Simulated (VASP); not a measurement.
# Ni (Cmce) in VASP: further runs

The runs below take Ni through single point, relaxation of cell and atoms, with PBE.

Program: VASP 6.6.1. These are calculated values, not measurements. Logs are shortened: lines on timing, memory, paths and dates and some standing lists are left out, and cuts for length are marked.

## Step 1: The cell of the first run

The structure is orthorhombic, space group Cmce (No. 64). The conventional cell has a = 2.764 Å, b = 8.769 Å, c = 3.658 Å, α = 90.00°, β = 90.00°, γ = 90.00°. Ni (site symmetry m) has 3 Ni at 1.81 to 1.84 Å within 2.4 Å.

## Step 2: Single point, PBE, collinear spin, ferromagnetic start

Contents of INCAR:

```
SYSTEM = Ni
ALGO = Normal
EDIFF = 1E-7
ENCUT = 520
GGA = PE
ISIF = 2
ISMEAR = 0
ISPIN = 2
LASPH = .True.
LCHARG = .True.
LELF = .True.
LMAXMIX = 4
LORBIT = 11
LREAL = .False.
LVHAR = .True.
LWAVE = .False.
MAGMOM = 2 2 2 2
NBANDS = 32
NELM = 150
PREC = Accurate
SIGMA = 0.1
```

Contents of KPOINTS:

```
k-points
0
Gamma
  6 6 6
  0 0 0
```

Contents of POSCAR:

```
Ni
1.0
    1.3821097241     -4.3843359827      0.0000000000
    1.3821097241      4.3843359827      0.0000000000
    0.0000000000      0.0000000000      3.6577888770
Ni
4
Direct
    0.0980000000      0.9020000000      0.9100000000
    0.5980000000      0.4020000000      0.5900000000
    0.9020000000      0.0980000000      0.0900000000
    0.4020000000      0.5980000000      0.4100000000
```

Potentials or basis: VASP PAW PBE potentials, release 64 (Ni).

Command:

```console
$ cat potpaw_PBE.64/Ni/POTCAR > POTCAR
$ mpirun -np 1 vasp_std > vasp.out
```

OUTCAR:

```text
SYSTEM = Ni
   EDIFF = 1E-7
   ENCUT = 520
   GGA = PE
   ISIF = 2
   ISMEAR = 0
   ISPIN = 2
   LASPH = .True.
   LORBIT = 11
   LREAL = .False.
   NELM = 150
   PREC = Accurate

 ion  position               nearest neighbor table
   1  0.098  0.902  0.910-   2 1.81   2 1.81   3 1.84   2 2.85   2 2.85   4 2.87   4 2.87   4 2.87
                             4 2.87   3 3.07   3 3.07
   2  0.598  0.402  0.590-   1 1.81   1 1.81   4 1.84   1 2.85   1 2.85   3 2.87   3 2.87   3 2.87
                             3 2.87   4 3.07   4 3.07
   3  0.902  0.098  0.090-   4 1.81   4 1.81   1 1.84   4 2.85   4 2.85   2 2.87   2 2.87   2 2.87
                             2 2.87   1 3.07   1 3.07
   4  0.402  0.598  0.410-   3 1.81   3 1.81   2 1.84   3 2.85   3 2.85   1 2.87   1 2.87   1 2.87
                             1 2.87   2 3.07   2 3.07

  LATTYP: Found a base centered orthorhombic cell.
 ALAT       =     2.7642194482
 B/A-ratio  =     3.1722054380
 C/A-ratio  =     1.3232628399

  Lattice vectors:

 A1 = (   1.3821097241,  -4.3843359827,   0.0000000000)
 A2 = (   1.3821097241,   4.3843359827,   0.0000000000)
 A3 = (   0.0000000000,   0.0000000000,   3.6577888770)

Analysis of symmetry for initial positions (statically):
=====================================================================
 Subroutine PRICEL returns:
 Original cell was already a primitive cell.

 Routine SETGRP: Setting up the symmetry group for a
 base centered orthorhombic supercell.

 Subroutine GETGRP returns: Found  8 space group operations
 (whereof  4 operations were pure point group operations)
 out of a pool of  8 trial point group operations.

The static configuration has the point symmetry C_2h.
 The point group associated with its full space group is D_2h.

Analysis of symmetry for dynamics (positions and initial velocities):
=====================================================================
 Subroutine PRICEL returns:
 Original cell was already a primitive cell.

 Routine SETGRP: Setting up the symmetry group for a
 base centered orthorhombic supercell.

 Subroutine GETGRP returns: Found  8 space group operations
 (whereof  4 operations were pure point group operations)
 out of a pool of  8 trial point group operations.

The dynamic configuration has the point symmetry C_2h.
 The point group associated with its full space group is D_2h.

Analysis of structural, dynamic, and magnetic symmetry:
=====================================================================
 Subroutine PRICEL returns:
 Original cell was already a primitive cell.

 Routine SETGRP: Setting up the symmetry group for a
 base centered orthorhombic supercell.

 Subroutine GETGRP returns: Found  8 space group operations
[... 133 lines left out ...]
   GGA     = PE    functional components
   LHFCALC =     F    Hartree Fock is set to
   AEXX    =    0.0000 exact exchange contribution
   IVDW    =     0    specifies the selected vdW correction
   LEPSILON=     F    determine dielectric tensor
   LRPA    =     F    only Hartree local field effects (RPA)
 spin polarized calculation
 Gauss-broadening in eV      SIGMA  =   0.10
  energy-cutoff  :      520.00
  volume of cell :       44.33
 maximum number of plane-waves:      1210
 NGX is ok and might be reduce to    36
   NGX = 17   NGY = 17   NGZ = 13

 number of electron      40.0000003 magnetization       2.8284180

 Free energy of the ion-electron system (eV)
  ---------------------------------------------------
  ext. energy  EPLUGINS =         0.00000000
  ---------------------------------------------------
  free energy    TOTEN  =        -9.94617180 eV

  energy without entropy =       -9.91815115  energy(sigma->0) =       -9.93216147

 E-fermi :   9.6886     XC(G=0): -12.8026

 val. band max:        9.6860751736   @ k =   0.0000   0.0000   0.0000
 cond. band min:       9.6902423192   @ k =   0.0000   0.0000   0.0000
 fundamental gap:      0.0041671456
 Fermi energy:         9.6885657520

 spin component 1

 k-point     1 :       0.0000    0.0000    0.0000
  band No.  band energies     occupation
      1       0.4456      1.00000
      2       2.8473      1.00000
      3       3.4768      1.00000
      4       3.8789      1.00000
      5       3.9792      1.00000
      6       4.0409      1.00000
[... 829 lines left out ...]
     31      25.1803      0.00000
     32      25.5513      0.00000

 [... further k-points ...]

 spin component 2

 k-point     1 :       0.0000    0.0000    0.0000
  band No.  band energies     occupation
      1       0.4998      1.00000
      2       3.3285      1.00000
      3       3.8733      1.00000
      4       4.4757      1.00000
      5       4.6725      1.00000
      6       4.7576      1.00000
[... 829 lines left out ...]
     31      25.3550      0.00000
     32      25.7410      0.00000

 [... further k-points ...]
[... 5 lines left out ...]
  --------------------------------------------------------------------------------------
  -------------------------------------------------------------------------------------
  Total       39.6025583     22.9082169     30.4615695      0.0000000      0.0000000      0.0000000
  in kB     1431.3269336    827.9552934   1100.9507145      0.0000000      0.0000000      0.0000000
  external PRESSURE =    1120.0776472 kB  Pullay stress =       0.0000000 kB

 VOLUME and BASIS-vectors are now :
 -----------------------------------------------------------------------------
  energy-cutoff  :      520.00
  volume of cell :       44.33
      direct lattice vectors                 reciprocal lattice vectors
     1.382109724 -4.384335983  0.000000000     0.361765778 -0.114042355  0.000000000
     1.382109724  4.384335983  0.000000000     0.361765778  0.114042355  0.000000000
     0.000000000  0.000000000  3.657788877     0.000000000  0.000000000  0.273389207

 POSITION                                       TOTAL-FORCE (eV/Angst)
 -----------------------------------------------------------------------------------
      1.38211      3.52501      3.32859         0.000000     -8.379100      9.348439
      1.38211     -0.85933      2.15810         0.000000     -8.379100     -9.348439
      1.38211     -3.52501      0.32920         0.000000      8.379100     -9.348439
      1.38211      0.85933      1.49969         0.000000      8.379100      9.348439
 -----------------------------------------------------------------------------------
    total drift:                                0.000000     -0.000000      0.000000

  FREE ENERGIE OF THE ION-ELECTRON SYSTEM (eV)
  ---------------------------------------------------
  free  energy   TOTEN  =        -9.9461717981 eV

  energy  without entropy=       -9.9181511459  energy(sigma->0) =       -9.93216147

 total charge

# of ion       s       p       d       tot
------------------------------------------
    1        0.681   0.669   8.658  10.008
    2        0.681   0.669   8.658  10.008
    3        0.681   0.669   8.658  10.008
    4        0.681   0.669   8.658  10.008
--------------------------------------------------
tot          2.725   2.676  34.630  40.031

 magnetization (x)

# of ion       s       p       d       tot
------------------------------------------
    1       -0.012  -0.002   0.690   0.677
    2       -0.012  -0.002   0.690   0.677
    3       -0.012  -0.002   0.690   0.677
    4       -0.012  -0.002   0.690   0.677
--------------------------------------------------
tot         -0.047  -0.007   2.760   2.707
```

OSZICAR:

```text
N       E                     dE             d eps       ncg     rms          rms(c)
DAV:   1     0.277982786617E+03    0.27798E+03   -0.17571E+04  6736   0.184E+03
DAV:   2     0.892389063734E+01   -0.26906E+03   -0.25200E+03  6680   0.330E+02
DAV:   3    -0.108442454791E+02   -0.19768E+02   -0.19178E+02  7528   0.114E+02
DAV:   4    -0.111743794939E+02   -0.33013E+00   -0.32989E+00  7408   0.149E+01
DAV:   5    -0.111856698303E+02   -0.11290E-01   -0.11290E-01  9992   0.220E+00    0.305E+01
DAV:   6    -0.104345894877E+02    0.75108E+00   -0.78282E+00  7664   0.429E+01    0.159E+01
DAV:   7    -0.100750506896E+02    0.35954E+00   -0.26385E+00  7752   0.227E+01    0.838E+00
DAV:   8    -0.994426359033E+01    0.13079E+00   -0.24387E-01  8120   0.624E+00    0.214E+00
DAV:   9    -0.994642202290E+01   -0.21584E-02   -0.19661E-02  7088   0.141E+00    0.761E-01
DAV:  10    -0.994615329948E+01    0.26872E-03   -0.29199E-03  9440   0.527E-01    0.162E-01
DAV:  11    -0.994617394104E+01   -0.20642E-04   -0.60330E-04  7240   0.262E-01    0.559E-02
DAV:  12    -0.994617493996E+01   -0.99892E-06   -0.72175E-05  7912   0.882E-02    0.246E-02
DAV:  13    -0.994617431281E+01    0.62714E-06   -0.90854E-06  7840   0.287E-02    0.102E-02
DAV:  14    -0.994617283035E+01    0.14825E-05   -0.97938E-07  8280   0.109E-02    0.407E-03
DAV:  15    -0.994617211906E+01    0.71129E-06   -0.16840E-07  4960   0.505E-03    0.148E-03
DAV:  16    -0.994617186341E+01    0.25565E-06   -0.57136E-08  3784   0.271E-03    0.501E-04
DAV:  17    -0.994617179815E+01    0.65268E-07   -0.15788E-08  3616   0.117E-03
   1 F= -.99461718E+01 E0= -.99321615E+01  d E =-.280207E-01  mag=     2.8284
```

It took 2.8 min on 1 thread of Intel Xeon Platinum 8259CL at 2.50GHz (Skylake/Cascade Lake), shared host; peak memory 0.27 GiB.

Results:

| Property | Result |
| --- | --- |
| Free energy | -9.9462 eV |
| Pressure | 112.0 GPa |
| Largest force | 12.554 eV/Å |
| Net moment | 2.83 μB per cell |
| Site moments | Ni +0.68 μB |
| Valence electrons inside the program's atomic spheres | Ni 10.01 |

Forces in eV/Å, atoms in the order of the input:
```
Ni   0.000 -8.379  9.348
Ni   0.000 -8.379 -9.348
Ni   0.000  8.379 -9.348
Ni   0.000  8.379  9.348
```

Levels at points of the mesh, in eV from the Fermi level:
Spin up:
```
           k point  band 18  band 19  band 20  band 21  band 22  band 23  band 24  band 25
(0.00, 0.00, 0.00)    -0.88    -0.66    -0.27    -0.27     0.03     2.49     4.13     5.99
(0.50, 0.00, 0.00)    -1.03    -0.80    -0.80    -0.33    -0.33     3.22     3.22     8.21
(0.50, 0.50, 0.00)    -0.81    -0.71    -0.35    -0.22     0.03     5.45     6.89     7.31
(0.00, 0.00, 0.50)    -1.29    -0.73    -0.73    -0.54    -0.54     3.36     3.36     5.76
(0.50, 0.00, 0.50)    -0.79    -0.69    -0.69    -0.04    -0.04     3.41     3.41     4.98
(0.50, 0.50, 0.50)    -1.13    -0.81    -0.81    -0.51    -0.51     0.18     0.18    12.39
```
Spin down:
| k point | band 14 | band 15 | band 16 | band 17 | band 18 | band 19 | band 20 | band 21 | band 22 | band 23 |
| --- | --- | --- | --- | --- | --- | --- | --- | --- | --- | --- |
| (0.00, 0.00, 0.00) | -1.74 | -1.30 | -1.07 | -0.92 | 0.00 | 0.00 | 0.70 | 0.75 | 0.90 | 2.92 |
| (0.50, 0.00, 0.00) | -2.09 | -1.57 | -1.57 | -0.38 | -0.38 | 0.16 | 0.16 | 0.32 | 0.32 | 3.56 |
| (0.50, 0.50, 0.00) | -2.07 | -1.87 | -0.66 | -0.16 | -0.06 | 0.18 | 0.67 | 0.77 | 0.89 | 5.73 |
| (0.00, 0.00, 0.50) | -2.49 | -0.64 | -0.64 | -0.54 | -0.54 | 0.20 | 0.20 | 0.21 | 0.21 | 3.59 |
| (0.50, 0.00, 0.50) | -2.14 | -1.55 | -1.55 | -0.35 | -0.35 | -0.02 | -0.02 | 0.78 | 0.78 | 3.80 |
| (0.50, 0.50, 0.50) | -2.20 | -0.69 | -0.69 | -0.36 | -0.36 | 0.10 | 0.10 | 0.23 | 0.23 | 0.75 |

Caveat: the k points lie up to 0.40 Å⁻¹ apart; forces of over 1 eV/Å act on the atoms, so gaps and moduli don't describe the material at rest.

(Part 1 of 2 ends here.)
